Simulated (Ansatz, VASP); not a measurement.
This is a calculation of Sb for Ansatz 0.2.0.

Contents of input.yaml:

```yaml
crystal:
  lattice:
    - [2.1542, 1.2437279499, 3.758]
    - [-2.1542, 1.2437279499, 3.758]
    - [0.0, -2.4874558998, 3.758]
  atoms:
    - { symbol: Sb, position: [0.76651, 0.76651, 0.76651] }
    - { symbol: Sb, position: [0.23349, 0.23349, 0.23349] }
kpoints:
  mp_grid: { grid: [5, 5, 5] }
scf:
  occupations: { method: fermi_dirac, width: 0.03 }
hamiltonian:
  xc: pbesol
  pseudopotentials: { kind: all_electron, lapw: { basis_error: 0.001 } }
output:
  forces: true
  stress: true
  eigenvalues: true
```

Potentials or basis: all-electron LAPW, scalar-relativistic.

The run is started by

```bash
$ ansatz run input.yaml --threads 1 --pin off --max-ram 3072MiB --backend cpu --events-out ev --progress --plain --runs-dir out
```

Task: Set up the same calculation for VASP 6.6.1. Potentials there: VASP PAW PBE potentials, release 64 (Sb).

Result: As run (the cutoff follows the program's own potentials):

The input INCAR:

```
PREC = Accurate
ENCUT = 500
EDIFF = 1E-6
ISMEAR = -1
SIGMA = 0.03
LREAL = False
LASPH = True
NELM = 120
ALGO = Normal
ISIF = 2
LWAVE = False
LCHARG = False
GGA = PS
NBANDS = 12
GGA_COMPAT = False
```

Contents of KPOINTS:

```
Automatic mesh
0
Gamma
  5 5 5
```

Contents of POSCAR:

```
Sb
1.0
    2.1542000000      1.2437279499      3.7580000000
   -2.1542000000      1.2437279499      3.7580000000
    0.0000000000     -2.4874558998      3.7580000000
Sb
2
Direct
    0.7665100000      0.7665100000      0.7665100000
    0.2334900000      0.2334900000      0.2334900000
```

Potentials or basis: VASP PAW PBE potentials, release 64 (Sb).

The run is started by

```sh
$ cat potpaw_PBE.64/Sb/POTCAR > POTCAR
$ mpirun -np 1 vasp_std > vasp.out
```

Both were run:

|  | VASP | Ansatz | Ansatz less VASP |
| --- | --- | --- | --- |
| gap on the k mesh at the Fermi level (eV) | 0.38 | 0.38 | -0.001 |
| least direct gap on the mesh (eV) | 0.74 | 0.73 | -0.009 |
| pressure (GPa) | 0.1 | 0.0 | -0.17 |
| traceless stress, the component that is largest in VASP (GPa) | -0.80 | -0.75 | +0.044 |
| rms of the force components (eV/Å) | 0.017 | 0.011 | -0.0062 |

VASP's potentials were made for PBE, not for PBEsol. Atom by atom the forces differ by 0.027 eV/Å (rms over components). Ansatz ran all-electron here, and VASP with PAW potentials.

Spin-orbit coupling is off throughout.
